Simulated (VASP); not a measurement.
Here is a VASP 6.6.1 calculation.

File INCAR:

```
ALGO = Normal ; EDIFF = 1E-8
ENCUT = 520 ; ISIF = 2
ISMEAR = -1 ; LASPH = T
LCHARG = F ; LEFG = T
LREAL = F ; LWAVE = F
NBANDS = 13 ; NELM = 100
PREC = Accurate ; SIGMA = 0.05
```

KPOINTS

```
k-points
0
Gamma
  14 14 14
```

Contents of POSCAR:

```
W
1.0
    0.0000000000      2.0163754284      2.0163754284
    2.0163754284      0.0000000000      2.0163754284
    2.0163754284      2.0163754284      0.0000000000
W
1
Direct
    0.0000000000      0.0000000000      0.0000000000
```

Potentials or basis: VASP PAW LDA potentials, release 64 (W_sv).

Run with:

```sh
$ cat potpaw_LDA.64/W_sv/POTCAR > POTCAR
$ mpirun -np 1 vasp_std > vasp.out
```

Task: What does it give for the band gap on the k mesh?

Result: Zero (band 7 reaches 13.56 eV, above the bottom of band 8 at 9.78 eV).

Task: Estimate the pressure.

Result: -11.2 GPa.

Caveat: without QUAD_EFG the Cq values of the log hold for a quadrupole moment of 1 mb, not for the nuclei; spin-orbit coupling is left out, which moves the levels of the heavy elements.
